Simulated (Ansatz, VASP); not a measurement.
**One calculation of BiTe, two programs**

```
CELL_PARAMETERS angstrom
-0.03235 3.21882 3.21882
3.21882 -0.03235 3.21882
3.21882 3.21882 -0.03235
ATOMIC_POSITIONS crystal
Bi 0.00000 0.00000 0.00000
Te 0.50000 0.50000 0.50000
```

Change from the starting cell: equal xy, yz and zx shear strains of -1 %, crystal datasets.

Alike in both runs: task electric field gradients; functional LDA; k mesh 10 × 10 × 10; occupations fermi-dirac, width 0.08 eV; no spin polarisation.

|  | VASP | Ansatz |
| --- | --- | --- |
| version | VASP 6.6.1 | Ansatz 0.2.0 |
| potentials or method | VASP PAW LDA potentials, release 64 (Bi_d, Te), cutoff 520 eV | all-electron PAW with datasets made for the crystal, scalar-relativistic |

|  | VASP | Ansatz | Ansatz less VASP |
| --- | --- | --- | --- |
| pressure (GPa) | -2.7 | -2.8 | -0.04 |
| size of Vzz on the site where it differs most (V/Å²) | 18.6 | 19.2 | +0.54 |

LDA's correlation is that of Perdew and Zunger in VASP and of Perdew and Wang (1992) in Ansatz. Ansatz ran all-electron here, and VASP with PAW potentials.

Spin-orbit coupling is off throughout.
